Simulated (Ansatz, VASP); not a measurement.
# BAs: VASP beside Ansatz

File POSCAR:

```
BAs
1.0
    0.0000000000      2.3919171773      2.3919171773
    2.3919171773      0.0000000000      2.3919171773
    2.3919171773      2.3919171773      0.0000000000
B As
1 1
Direct
    0.0000000000      0.0000000000      0.0000000000
    0.2500000000      0.2500000000      0.2500000000
```

The input INCAR.step1:

```
  PREC = Accurate
  ENCUT = 600
  ISMEAR = 0
  SIGMA = 0.01
  LREAL = False
  LASPH = True
  NELM = 100
  GGA = PE
  ALGO = Normal
  EDIFF = 1E-4
  LWAVE = True
  LCHARG = False
```

File INCAR.step2:

```
  PREC = Accurate
  ENCUT = 600
  EDIFF = 1E-6
  ISMEAR = 0
  SIGMA = 0.01
  LREAL = False
  LASPH = True
  NELM = 100
  ALGO = Normal
  ISIF = 3
  LWAVE = False
  LCHARG = False
  METAGGA = R2SCAN
  LMIXTAU = True
  IBRION = 2
  NSW = 80
  EDIFFG = -0.001
  ISTART = 1
```

File KPOINTS:

```
regular mesh
0
Gamma
  10 10 10
```

Input for Ansatz:

```yaml
crystal:
  lattice:
    - [0.0, 2.391917174, 2.391917174]
    - [2.391917174, 0.0, 2.391917174]
    - [2.391917174, 2.391917174, 0.0]
  atoms:
    - { symbol: B, position: [0.0, 0.0, 0.0] }
    - { symbol: As, position: [0.25, 0.25, 0.25] }
basis:
  ecutwfc: 500
kpoints:
  mp_grid: { grid: [10, 10, 10] }
hamiltonian:
  xc: r2scan
scf:
  occupations: { method: fixed }
output:
  forces: true
  stress: true
  eigenvalues: true
relax:
  adjacent_minimum: "off"
  f_tol: 0.001
  max_steps: 60
  cell: { stress_tol: 0.01 }
```

Alike in both runs: task relaxation of cell and atoms; functional r2SCAN; k mesh 10 × 10 × 10; no spin polarisation.

|  | VASP | Ansatz |
| --- | --- | --- |
| version | VASP 6.6.1 | Ansatz 0.2.0 |
| potentials or method | VASP PAW PBE potentials, release 64 (B, As), cutoff 600 eV | scalar-relativistic, plane waves, PAW |
| occupations | gaussian, width 0.01 eV | fixed |
| valence electrons in the cell | 8 | 18 |

|  | VASP | Ansatz | Ansatz less VASP |
| --- | --- | --- | --- |
| gap on the k mesh at the Fermi level, each at its own relaxed structure (eV) | 1.38 | 1.37 | -0.002 |
| relaxed volume (Å³/atom) | 13.71 | 13.68 | -0.021 |
| relaxed cell length with the largest relative difference (Å) | 3.384 | 3.383 | -0.0018 |

VASP's potentials were made for PBE, not for r2SCAN. VASP's potentials hold 8 valence electrons a cell and Ansatz's 18, so a difference there can come from the potentials and not from the codes.
